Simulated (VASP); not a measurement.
Wanted: the native input for a VASP 6.6.1 run.

* Task: single point
* Functional: PBE
* Potentials or basis: VASP PAW PBE potentials, release 64 (Cd, Se)
* Cutoff: 500 eV
* k mesh: 6 × 6 × 6
* Occupations: gaussian, width 0.01 eV
* Spin: no spin polarisation
* Dipole correction: no
* Further INCAR settings: ALGO = Normal; EDIFF = 1e-06; NBANDS = 16

The structure of CdSe lies in POSCAR:

```
CdSe
1.0
    0.0000000000      3.0673150468      3.0673150468
    3.0673150468      0.0000000000      3.0673150468
    3.0673150468      3.0673150468      0.0000000000
Cd Se
1 1
Direct
    0.0000000000      0.0000000000      0.0000000000
    0.7500000000      0.7500000000      0.7500000000
```

One way to write it, as run:

INCAR

```
SYSTEM = CdSe
ALGO     = Normal         ! electronic algorithm
EDIFF    = 1E-6           ! SCF threshold, eV
ENCUT    = 500            ! plane-wave cutoff, eV
GGA      = PE             ! functional
GGA_COMPAT= .False.      
ISIF     = 2              ! what is computed and relaxed
ISMEAR   = 0              ! smearing method
LASPH    = .True.         ! aspherical terms in the spheres
LCHARG   = .True.         ! write CHGCAR
LELF     = .True.         ! ELF
LREAL    = .False.        ! projectors in reciprocal space
LVHAR    = .True.       
LWAVE    = .False.        ! write WAVECAR
NBANDS   = 16             ! bands
NELM     = 120            ! most SCF steps
PREC     = Accurate       ! precision mode
SIGMA    = 0.01           ! smearing width, eV
```

KPOINTS

```
k-points
0
Gamma
  6 6 6
  0 0 0
```

Potentials or basis: VASP PAW PBE potentials, release 64 (Cd, Se).

Run with:

```bash
$ cat potpaw_PBE.64/Cd/POTCAR potpaw_PBE.64/Se/POTCAR > POTCAR
$ mpirun -np 1 vasp_std > vasp.out
```

Results of the run:

```json
{
  "Pressure": "1.7 GPa",
  "Band gap on the k mesh": "0.55 eV"
}
```

Wall time 6 s on 1 thread of Intel(R) Xeon(R) 6975P-C (Granite Rapids), on a shared host, peak memory 0.18 GiB.
